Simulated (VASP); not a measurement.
Runs of VASP 6.6.1 on Ca. The structure is that of space group Im-3m (No. 229), or close to it. The cells are those of the table. This isn't the form of Ca at room conditions, which is fcc.

```tsv
task	cell	gap on the mesh (eV)	pressure (GPa)
electric field gradients	a = 3.880 Å, angles 109.5°, 1 atom	none	-1.0
electric field gradients	a = 3.854 Å, angles 109.5°, 1 atom	none	-0.7
single point	a = 3.956 Å, angles 109.5°, 1 atom	none	(a)
single point	a = 3.905 Å, angles 109.5°, 1 atom	none	-1.2
```

Alike in all rows: level PBE; potentials or basis VASP PAW PBE potentials, release 64 (Ca_sv); no spin polarisation; k mesh 10 × 10 × 10; cutoff (eV) 520; smearing fermi-dirac 0.05 eV.

Problem. Estimate the missing entries.

Solution. (a) -1.7.

A gap of «none» marks levels without a gap at the run's occupations.
